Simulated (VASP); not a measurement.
# BePt (Fm-3m) in VASP: notebook

BePt is run at these levels: PBE; tasks: single point, relaxation of cell and atoms.

All numbers are computed with VASP 6.6.1; they aren't measurements. Logs are shortened: lines on timing, memory, paths and dates and some standing lists are left out, and cuts for length are marked.

## 1. The cell of the first run

It takes space group Fm-3m (No. 225, cubic). Conventional cell: a = 4.565 Å, b = 4.565 Å, c = 4.565 Å, α = 90.00°, β = 90.00°, γ = 90.00°. Within 3.0 Å of Be (site symmetry m-3m) lie 6 Pt at 2.28 Å. Within 3.0 Å of Pt (site symmetry m-3m) lie 6 Be at 2.28 Å.

The cell was built from a structure type or drawn by symmetry, and may not be a known phase.

## 2. Single point, PBE

Input file INCAR:

```
SYSTEM = BePt
PREC     = Accurate       ! precision mode
ENCUT    = 520            ! plane-wave cutoff, eV
EDIFF    = 1E-6           ! SCF threshold, eV
ISMEAR   = 0              ! smearing method
SIGMA    = 0.1            ! smearing width, eV
LREAL    = .False.        ! projectors in reciprocal space
LASPH    = .True.         ! aspherical terms in the spheres
NELM     = 80             ! most SCF steps
ALGO     = Fast           ! electronic algorithm
ISIF     = 2              ! what is computed and relaxed
LWAVE    = .False.        ! write WAVECAR
LCHARG   = .False.        ! write CHGCAR
GGA      = PE             ! functional
NBANDS   = 13             ! bands
```

Input file KPOINTS:

```
Automatic mesh
0
Gamma
  6 6 6
  0 0 0
```

Input file POSCAR:

```
BePt
1.0
    0.0000000000      2.2824940500      2.2824940500
    2.2824940500      0.0000000000      2.2824940500
    2.2824940500      2.2824940500      0.0000000000
Be Pt
1 1
Direct
    0.0000000000      0.0000000000      0.0000000000
    0.5000000000      0.5000000000      0.5000000000
```

Potentials or basis: VASP PAW PBE potentials, release 64 (Be, Pt).

Started as:

```bash
> cat potpaw_PBE.64/Be/POTCAR potpaw_PBE.64/Pt/POTCAR > POTCAR
> mpirun -np 1 vasp_std > vasp.out
```

OUTCAR:

```text
SYSTEM = BePt
   PREC = Accurate
   ENCUT = 520
   EDIFF = 1E-6
   ISMEAR = 0
   LREAL = .False.
   LASPH = .True.
   NELM = 80
   ISIF = 2
   GGA = PE

 ion  position               nearest neighbor table
   1  0.000  0.000  0.000-   2 2.28   2 2.28   2 2.28   2 2.28   2 2.28   2 2.28
   2  0.500  0.500  0.500-   1 2.28   1 2.28   1 2.28   1 2.28   1 2.28   1 2.28

  LATTYP: Found a face centered cubic cell.
 ALAT       =     4.5649881000

  Lattice vectors:

 A1 = (   0.0000000000,   2.2824940500,   2.2824940500)
 A2 = (   2.2824940500,   0.0000000000,   2.2824940500)
 A3 = (   2.2824940500,   2.2824940500,   0.0000000000)

Analysis of symmetry for initial positions (statically):
=====================================================================
 Subroutine PRICEL returns:
 Original cell was already a primitive cell.

 Routine SETGRP: Setting up the symmetry group for a
 face centered cubic supercell.

 Subroutine GETGRP returns: Found 48 space group operations
 (whereof 48 operations were pure point group operations)
 out of a pool of 48 trial point group operations.

The static configuration has the point symmetry O_h .

Analysis of symmetry for dynamics (positions and initial velocities):
=====================================================================
 Subroutine PRICEL returns:
 Original cell was already a primitive cell.

 Routine SETGRP: Setting up the symmetry group for a
 face centered cubic supercell.

 Subroutine GETGRP returns: Found 48 space group operations
 (whereof 48 operations were pure point group operations)
 out of a pool of 48 trial point group operations.

The dynamic configuration has the point symmetry O_h .

 Subroutine INISYM returns: Found 48 space group operations
 (whereof 48 operations are pure point group operations),
 and found     1 'primitive' translations

----------------------------------------------------------------------------------------

                                     Primitive cell

  volume of cell :      23.7826

  direct lattice vectors                    reciprocal lattice vectors
     0.000000000  2.282494050  2.282494050    -0.219058621  0.219058621  0.219058621
     2.282494050  0.000000000  2.282494050     0.219058621 -0.219058621  0.219058621
     2.282494050  2.282494050  0.000000000     0.219058621  0.219058621 -0.219058621

  length of vectors
     3.227934042  3.227934042  3.227934042     0.379420662  0.379420662  0.379420662

  position of ions in fractional coordinates (direct lattice)
     0.000000000  0.000000000  0.000000000
     0.500000000  0.500000000  0.500000000

  ion indices of the primitive-cell ions
   primitive index   ion index
                 1           1
                 2           2

----------------------------------------------------------------------------------------

 KPOINTS: Automatic mesh

Automatic generation of k-mesh.
 Grid dimensions read from file:
 generate k-points for:    6    6    6

 Generating k-lattice:

  Cartesian coordinates                     Fractional coordinates (reciprocal lattice)
    -0.036509770  0.036509770  0.036509770     0.166666667  0.000000000  0.000000000
     0.036509770 -0.036509770  0.036509770     0.000000000  0.166666667  0.000000000
     0.036509770  0.036509770 -0.036509770     0.000000000  0.000000000  0.166666667

  Length of vectors
     0.063236777  0.063236777  0.063236777

  Shift w.r.t. Gamma in fractional coordinates (k-lattice)
     0.000000000  0.000000000  0.000000000

 Subroutine IBZKPT returns following result:
 ===========================================

 Found     16 irreducible k-points:

 Following reciprocal coordinates:
            Coordinates               Weight
  0.000000  0.000000  0.000000      1.000000
  0.166667  0.000000  0.000000      8.000000
  0.333333  0.000000  0.000000      8.000000
  0.500000  0.000000  0.000000      4.000000
  0.166667  0.166667  0.000000      6.000000
  0.333333  0.166667  0.000000     24.000000
[... 8 lines left out ...]
 -0.333333  0.333333  0.166667     24.000000
 -0.333333  0.500000  0.166667     12.000000
   k-points           NKPTS =     16   k-points in BZ     NKDIM =     16   number of bands    NBANDS=     13
   number of dos      NEDOS =    301   number of ions     NIONS =      2
   total plane-waves  NPLWV =  13824
   dimension x,y,z NGX =    24 NGY =   24 NGZ =   24
   dimension x,y,z NGXF=    48 NGYF=   48 NGZF=   48
   ions per type =               1   1
   NGX,Y,Z   is equivalent  to a cutoff of  12.36, 12.36, 12.36 a.u.
   NGXF,Y,Z  is equivalent  to a cutoff of  24.72, 24.72, 24.72 a.u.
 SYSTEM =  BePt
   PREC   = accura    normal or accurate (medium, high low for compatibility)
   ISTART =      0    job   : 0-new  1-cont  2-samecut
   ICHARG =      2    charge: 1-file 2-atom 10-const
   ISPIN  =      1    spin polarized calculation?
   LNONCOLLINEAR =      F non collinear calculations
   LSORBIT =      F    spin-orbit coupling
   LASPH  =      T    aspherical Exc in radial PAW
   ENCUT  =  520.0 eV  38.22 Ry    6.18 a.u.   6.00  6.00  6.00*2*pi/ulx,y,z
   NELM   =     80;   NELMIN=  2; NELMDL= -5     # of ELM steps
   EDIFF  = 0.1E-05   stopping-criterion for ELM
   LREAL  =      F    real-space projection
   EDIFFG = 0.1E-04   stopping-criterion for IOM
   NSW    =      0    number of steps for IOM
   IBRION =     -1    ionic relax: 0-MD 1-quasi-New 2-CG
   NFREE  =      0    steps in history (QN), initial steepest desc. (CG)
   ISIF   =      2    stress and relaxation
   ISYM   =      2    0-nonsym 1-usesym 2-fastsym
   POTIM  = 0.5000    time-step for ionic-motion
   TEBEG  =    0.0;   TEEND  =   0.0 temperature during run
   PSTRESS=    0.0 pullay stress
   NELECT =      12.0000    total number of electrons
   NUPDOWN=      -1.0000    fix difference up-down
   EMIN   =  10.00;   EMAX   =-10.00  energy-range for DOS
   EFERMI =   0.00;   METHOD = LEGACY
   ISMEAR =     0;   SIGMA  =   0.10  broadening in eV -4-tet -1-fermi 0-gaus
   EFERMI_NEDOS =   21; number of points for ismear=-14 and -15
   IALGO  =     68    algorithm
   IMIX   =      4    mixing-type and parameters
     AMIX     =   0.40;   BMIX     =  1.00
     AMIX_MAG =   1.60;   BMIX_MAG =  1.00
  volume/ion in A,a.u.               =      11.89        80.25
  Fermi-wavevector in a.u.,A,eV,Ry     =   1.303314  2.462906 23.111214  1.698626
  Thomas-Fermi vector in A             =   2.434324
   LORBIT       =      0    0 simple, 1 ext, 2 COOP (PROOUT), +10 PAW based schemes
   GGA     = PE    functional components
   LHFCALC =     F    Hartree Fock is set to
   AEXX    =    0.0000 exact exchange contribution
   IVDW    =     0    specifies the selected vdW correction
   LEPSILON=     F    determine dielectric tensor
   LRPA    =     F    only Hartree local field effects (RPA)
 non-spin polarized calculation
 RMM-DIIS sequential band-by-band and
 Gauss-broadening in eV      SIGMA  =   0.10
  energy-cutoff  :      520.00
  volume of cell :       23.78
 maximum number of plane-waves:       650
   NGX = 13   NGY = 13   NGZ = 13

 number of electron      12.0000000 magnetization

 Free energy of the ion-electron system (eV)
  ---------------------------------------------------
  ext. energy  EPLUGINS =         0.00000000
  ---------------------------------------------------
  free energy    TOTEN  =       -10.26672488 eV

  energy without entropy =      -10.25921810  energy(sigma->0) =      -10.26297149

 E-fermi :   9.5824     XC(G=0): -12.2382

 val. band max:        9.4374916787   @ k =   0.5000   0.0000   0.0000
 cond. band min:       9.6110919259   @ k =  -0.3333   0.5000   0.1667
 fundamental gap:      0.1736002472
 Fermi energy:         9.5824373170

 k-point     1 :       0.0000    0.0000    0.0000
  band No.  band energies     occupation
      1      -0.9602      2.00000
      2       5.5769      2.00000
      3       5.5769      2.00000
      4       5.5769      2.00000
      5       6.2427      2.00000
      6       6.2427      2.00000
      7      15.1625      0.00000
      8      15.1625      0.00000
      9      15.1625      0.00000
     10      21.1676      0.00000
     11      28.4000      0.00000
     12      28.7353      0.00000
     13      28.7353      0.00000

 k-point     2 :       0.1667    0.0000    0.0000
  band No.  band energies     occupation
      1      -0.3151      2.00000
      2       5.2409      2.00000
      3       5.5212      2.00000
      4       5.5212      2.00000
      5       6.1745      2.00000
      6       6.1745      2.00000
      7      14.3878      0.00000
      8      16.2708      0.00000
      9      16.2708      0.00000
     10      21.3624      0.00000
     11      25.8147      0.00000
     12      26.2691      0.00000
     13      26.2691      0.00000

 k-point     3 :       0.3333    0.0000    0.0000
  band No.  band energies     occupation
      1       1.1906      2.00000
      2       4.7935      2.00000
      3       4.7935      2.00000
      4       4.9963      2.00000
      5       6.9656      2.00000
      6       6.9656      2.00000
      7      11.7696      0.00000
      8      18.5515      0.00000
      9      18.5515      0.00000
     10      20.0013      0.00000
     11      22.7103      0.00000
     12      22.7103      0.00000
     13      27.0573      0.00000
[... 177 lines left out ...]
 k-point    15 :      -0.3333    0.3333    0.1667
  band No.  band energies     occupation
      1       3.5376      2.00000
      2       3.6025      2.00000
      3       4.8279      2.00000
      4       5.2550      2.00000
      5       7.5242      2.00000
      6       9.1836      2.00000
      7       9.7151      0.06071
      8      13.3806      0.00000
      9      15.4812      0.00000
     10      22.3945      0.00000
     11      22.9258      0.00000
     12      24.7948      0.00000
     13      26.7914      0.00000

 k-point    16 :      -0.3333    0.5000    0.1667
  band No.  band energies     occupation
      1       2.9478      2.00000
      2       4.2563      2.00000
      3       5.1899      2.00000
      4       5.6259      2.00000
      5       7.9605      2.00000
      6       9.6111      0.68530
      7      10.1114      0.00000
      8      11.1819      0.00000
      9      13.9775      0.00000
     10      22.2643      0.00000
     11      23.2669      0.00000
     12      25.4020      0.00000
     13      28.5125      0.00000

------------------------ aborting loop because EDIFF is reached ----------------------------------------

  FORCE on cell =-STRESS in cart. coord.  units (eV):
  Direction    XX          YY          ZZ          XY          YZ          ZX
  --------------------------------------------------------------------------------------
  -------------------------------------------------------------------------------------
  Total        1.8793265      1.8793265      1.8793265     -0.0000000      0.0000000      0.0000000
  in kB      126.6058760    126.6058760    126.6058760     -0.0000000      0.0000000      0.0000000
  external PRESSURE =     126.6058760 kB  Pullay stress =       0.0000000 kB

 VOLUME and BASIS-vectors are now :
 -----------------------------------------------------------------------------
  energy-cutoff  :      520.00
  volume of cell :       23.78
      direct lattice vectors                 reciprocal lattice vectors
     0.000000000  2.282494050  2.282494050    -0.219058621  0.219058621  0.219058621
     2.282494050  0.000000000  2.282494050     0.219058621 -0.219058621  0.219058621
     2.282494050  2.282494050  0.000000000     0.219058621  0.219058621 -0.219058621

 POSITION                                       TOTAL-FORCE (eV/Angst)
 -----------------------------------------------------------------------------------
      0.00000      0.00000      0.00000        -0.000000     -0.000000     -0.000000
      2.28249      2.28249      2.28249         0.000000      0.000000      0.000000
 -----------------------------------------------------------------------------------
    total drift:                               -0.000000     -0.000000      0.000000

  FREE ENERGIE OF THE ION-ELECTRON SYSTEM (eV)
  ---------------------------------------------------
  free  energy   TOTEN  =       -10.2667248775 eV

  energy  without entropy=      -10.2592181022  energy(sigma->0) =      -10.26297149
```

Wall time 4.1 s (1 thread of Intel Xeon 6975P-C (Granite Rapids), shared host); peak memory 0.13 GiB.

Results:

| Quantity | Value |
| --- | --- |
| Free energy | -10.2667 eV |
| Pressure | 12.7 GPa |
| Band gap on the k mesh | zero (bands 6 and 7 overlap by 0.17 eV) |

Levels at points of the mesh, in eV from the Fermi level:
| k point | band 3 | band 4 | band 5 | band 6 | band 7 | band 8 | band 9 | band 10 |
| --- | --- | --- | --- | --- | --- | --- | --- | --- |
| (0.00, 0.00, 0.00) | -4.01 | -4.01 | -3.34 | -3.34 | 5.58 | 5.58 | 5.58 | 11.59 |
| (0.50, 0.00, 0.00) | -5.12 | -3.87 | -2.11 | -2.11 | -0.14 | 9.84 | 10.76 | 10.76 |
| (0.50, 0.50, 0.00) | -3.20 | -2.47 | -1.62 | -1.62 | 1.71 | 1.93 | 1.93 | 11.25 |

Caveat: the k points lie up to 0.40 Å⁻¹ apart; spin-orbit coupling is left out, which moves the levels of the heavy elements.

## 3. Single point, PBE

This run uses another cell than the first one, of 12.76 Å³/atom.

Input file INCAR:

```
SYSTEM = BePt
ALGO = Normal
EDIFF = 1E-6
ENCUT = 520
GGA = PE
ISIF = 2
ISMEAR = 0
LASPH = .TRUE.
LCHARG = .FALSE.
LREAL = .FALSE.
LWAVE = .FALSE.
NBANDS = 13
NELM = 80
PREC = Accurate
SIGMA = 0.1
```

Input file KPOINTS:

```
k-points
0
G
  6 6 6
  0 0 0
```

Input file POSCAR:

```
BePt
1.0
    0.0000000000      2.3365483051      2.3365483051
    2.3365483051      0.0000000000      2.3365483051
    2.3365483051      2.3365483051      0.0000000000
Be Pt
1 1
Direct
    0.0000000000      0.0000000000      0.0000000000
    0.5000000000      0.5000000000      0.5000000000
```

Potentials or basis: VASP PAW PBE potentials, release 64 (Be, Pt).

Started as:

```bash
> cat potpaw_PBE.64/Be/POTCAR potpaw_PBE.64/Pt/POTCAR > POTCAR
> mpirun -np 1 vasp_std > vasp.out
```

It took 4.2 s on 1 thread of Intel Xeon 6975P-C (Granite Rapids), shared host; peak memory 0.16 GiB.

The run converged. Its results:

```yaml
Free_energy: -10.3313 eV
Pressure: -0.1 GPa
Band_gap_on_the_k_mesh: zero (bands 6 and 7 overlap by 0.28 eV)
```

Levels at points of the mesh, in eV from the Fermi level:
```csv
k point,band 2,band 3,band 4,band 5,band 6,band 7,band 8,band 9,band 10,band 11
"(0.00, 0.00, 0.00)",-3.63,-3.63,-3.63,-3.06,-3.06,5.55,5.55,5.55,11.67,17.62
"(0.50, 0.00, 0.00)",-4.66,-4.66,-3.62,-1.95,-1.95,-0.20,9.73,10.21,10.21,10.69
"(0.50, 0.50, 0.00)",-5.04,-2.84,-2.29,-1.52,-1.52,1.49,2.03,2.03,10.35,13.25
```

Caveat: the k points lie up to 0.39 Å⁻¹ apart; spin-orbit coupling is left out, which moves the levels of the heavy elements.

## 4. Relaxation of cell and atoms, PBE

Input file INCAR:

```
SYSTEM = BePt
PREC     = Accurate       ! precision mode
ENCUT    = 600            ! plane-wave cutoff, eV
EDIFF    = 1E-6           ! SCF threshold, eV
ISMEAR   = 0              ! smearing method
SIGMA    = 0.1            ! smearing width, eV
LREAL    = .FALSE.        ! projectors in reciprocal space
LASPH    = .TRUE.         ! aspherical terms in the spheres
NELM     = 60             ! most SCF steps
ALGO     = Fast           ! electronic algorithm
ISIF     = 3              ! what is computed and relaxed
LWAVE    = .FALSE.        ! write WAVECAR
LCHARG   = .FALSE.        ! write CHGCAR
GGA      = PE             ! functional
IBRION   = 2              ! ionic algorithm
NSW      = 90             ! ionic steps
EDIFFG   = -0.04          ! ionic threshold
```

Input file KPOINTS:

```
regular mesh
0
G
  6 6 6
  0 0 0
```

Input file POSCAR:

```
BePt
1.0
    0.0000000000      2.2824940500      2.2824940500
    2.2824940500      0.0000000000      2.2824940500
    2.2824940500      2.2824940500      0.0000000000
Be Pt
1 1
Direct
    0.0000000000      0.0000000000      0.0000000000
    0.5000000000      0.5000000000      0.5000000000
```

Started as:

```bash
> cat potpaw_PBE.64/Be/POTCAR potpaw_PBE.64/Pt/POTCAR > POTCAR
> mpirun -np 1 vasp_std > vasp.out
```

Wall time 11 s (1 thread of Intel Xeon 6975P-C (Granite Rapids), shared host); peak memory 0.16 GiB.

It converged, with:

- Free energy: -10.3309 eV
- Relaxed volume: 12.76 Å³/atom
- Relaxed cell: a = 3.304 Å, b = 3.304 Å, c = 3.304 Å, α = 60.00°, β = 60.00°, γ = 60.00°
- Space group after relaxing (to 0.1 Å): Fm-3m (No. 225)
- Energy gained by relaxing: 32.1 meV/atom
- Ionic steps: 3
- Pressure after relaxing: -0.1 GPa
- Band gap on the k mesh: zero (bands 6 and 7 overlap by 0.28 eV)

Step by step:
| step | energy change (eV) | largest force (eV/Å) | pressure (GPa) | volume (Å³) |
| --- | --- | --- | --- | --- |
| 1 | 0.0000 | 0.0000 | 12.78 | 23.78 |
| 2 | -0.0146 | 0.0000 | -8.80 | 27.20 |
| 3 | -0.0642 | 0.0000 | -0.10 | 25.51 |

Final structure:
```xyz
2
Lattice="0.0000 2.3365 2.3365 2.3365 0.0000 2.3365 2.3365 2.3365 0.0000" Properties=species:S:1:pos:R:3 pbc="T T T"
Be    0.0000    0.0000    0.0000
Pt    2.3365    2.3365    2.3365
```

Levels at points of the mesh, in eV from the Fermi level:
```csv
k point,band 2,band 3,band 4,band 5,band 6,band 7,band 8,band 9,band 10
"(0.00, 0.00, 0.00)",-3.63,-3.63,-3.63,-3.06,-3.06,5.55,5.55,5.55,11.67
"(0.50, 0.00, 0.00)",-4.66,-4.66,-3.62,-1.95,-1.95,-0.20,9.73,10.21,10.21
"(0.50, 0.50, 0.00)",-5.04,-2.84,-2.29,-1.52,-1.52,1.49,2.03,2.03,10.35
```

Caveat: the k points lie up to 0.39 Å⁻¹ apart in the final cell; spin-orbit coupling is left out, which moves the levels of the heavy elements.

(Continued in part 2 of 2.)
